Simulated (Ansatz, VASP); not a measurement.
## One calculation of SnSe, two programs

INCAR

```
  ALGO = Normal
  EDIFF = 1E-6
  ENCUT = 520
  ISIF = 2
  ISMEAR = 0
  LASPH = True
  LCHARG = False
  LREAL = False
  LWAVE = False
  NBANDS = 17
  NELM = 80
  PREC = Accurate
  SIGMA = 0.05
```

Contents of KPOINTS:

```
k-points
0
Gamma
  10 10 10
```

POSCAR

```
SnSe
1.0
    0.0000000000      3.2010812015      2.4968433371
    3.2010812015      0.0000000000      2.4968433371
    3.2010812015      3.2010812015      0.0000000000
Sn Se
1 1
Direct
    0.0000000000      0.0000000000      0.0000000000
    0.5000000000      0.5000000000      0.5000000000
```

Input for Ansatz:

```yaml
crystal:
  lattice:
    - [0.0, 3.2010812015, 2.4968433371]
    - [3.2010812015, 0.0, 2.4968433371]
    - [3.2010812015, 3.2010812015, 0.0]
  atoms:
    - { symbol: Sn, position: [0.0, 0.0, 0.0] }
    - { symbol: Se, position: [0.5, 0.5, 0.5] }
basis:
  ecutwfc: 420
kpoints:
  mp_grid: { grid: [10, 10, 10] }
hamiltonian:
  xc: lda
scf:
  occupations: { method: gaussian, width: 0.05 }
output:
  forces: true
  stress: true
  eigenvalues: true
```

Alike in both runs: task single point; functional LDA; k mesh 10 × 10 × 10; occupations gaussian, width 0.05 eV; no spin polarisation.

|  | VASP | Ansatz |
| --- | --- | --- |
| version | VASP 6.6.1 | Ansatz 0.2.0 |
| potentials or method | VASP PAW LDA potentials, release 64 (Sn_d, Se), cutoff 520 eV | scalar-relativistic, plane waves, PAW |
| valence electrons in the cell | 20 | 30 |

|  | VASP | Ansatz | Ansatz less VASP |
| --- | --- | --- | --- |
| gap on the k mesh at the Fermi level (eV) | none | none | - |
| pressure (GPa) | 8.6 | 8.5 | -0.10 |
| traceless stress, the component that is largest in VASP (GPa) | 26.94 | 26.86 | -0.082 |

LDA's correlation is that of Perdew and Zunger in VASP and of Perdew and Wang (1992) in Ansatz. A gap of «none» marks a metal or a gap that the smearing closes. VASP's potentials hold 20 valence electrons a cell and Ansatz's 30, so a difference there can come from the potentials and not from the codes.
